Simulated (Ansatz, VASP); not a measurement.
## Tl in VASP and in Ansatz

```xyz
1
Lattice="-1.9410 1.9410 1.9895 1.9410 -1.9410 1.9895 1.9410 1.9410 -1.9895" Properties=species:S:1:pos:R:3 pbc="T T T"
Tl    0.0000    0.0000    0.0000
```

Change from the starting cell: strain +0.000 along x and y, +0.025 along z, atoms carried along.

Alike in both runs: task single point; functional PBE; dispersion D3(BJ); k mesh 18 × 18 × 18; occupations gaussian, width 0.15 eV; no spin polarisation.

```csv
,VASP,Ansatz
version,VASP 6.6.1,Ansatz 0.2.0
potentials or method,"VASP PAW PBE potentials, release 64 (Tl_d), cutoff 520 eV","scalar-relativistic, plane waves, PAW"
valence electrons in the cell,13,13
```

|  | VASP | Ansatz | Ansatz less VASP |
| --- | --- | --- | --- |
| gap on the k mesh at the Fermi level (eV) | none | none | - |
| pressure (GPa) | -0.5 | -0.5 | +0.05 |
| traceless stress, the component that is largest in VASP (GPa) | -0.18 | -0.18 | 0.000 |

A gap of «none» marks a metal or a gap that the smearing closes.

Spin-orbit coupling is off throughout.
